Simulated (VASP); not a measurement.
WC, 2 atoms in the cell. Symmetry: Fm-3m, No. 225, cubic system. The conventional cell has a = 4.326 Å, b = 4.326 Å, c = 4.326 Å, α = 90.00°, β = 90.00°, γ = 90.00°. W (site symmetry m-3m) has 6 C at 2.16 Å within 2.9 Å. Within 2.9 Å of C (site symmetry m-3m) lie 6 W at 2.16 Å. 

- Program: VASP 6.6.1
- Task: single point
- Functional: PBE
- Potentials or basis: VASP PAW PBE potentials, release 64 (W_sv, C)
- Cutoff: 600 eV
- k mesh: 10 × 10 × 10
- Occupations: fermi-dirac, width 0.05 eV
- Spin: no spin polarisation
- Dipole correction: no
- Further INCAR settings: ALGO = Normal; EDIFF = 1e-06; NBANDS = 16

Potentials or basis: VASP PAW PBE potentials, release 64 (W_sv, C).

Launch:

```sh
$ cat potpaw_PBE.64/W_sv/POTCAR potpaw_PBE.64/C/POTCAR > POTCAR
$ mpirun -np 1 vasp_std > vasp.out
```

Hardware: 1 thread of AMD EPYC 9R45 96-Core Processor (Zen 5) (shared host).

Problem. How long does it take, and how much memory?

Solution. Wall time 9.6 s on 1 thread of AMD EPYC 9R45 96-Core Processor (Zen 5) (shared host), peak memory 0.12 GiB. Counts: scf iterations 13, k points 47.
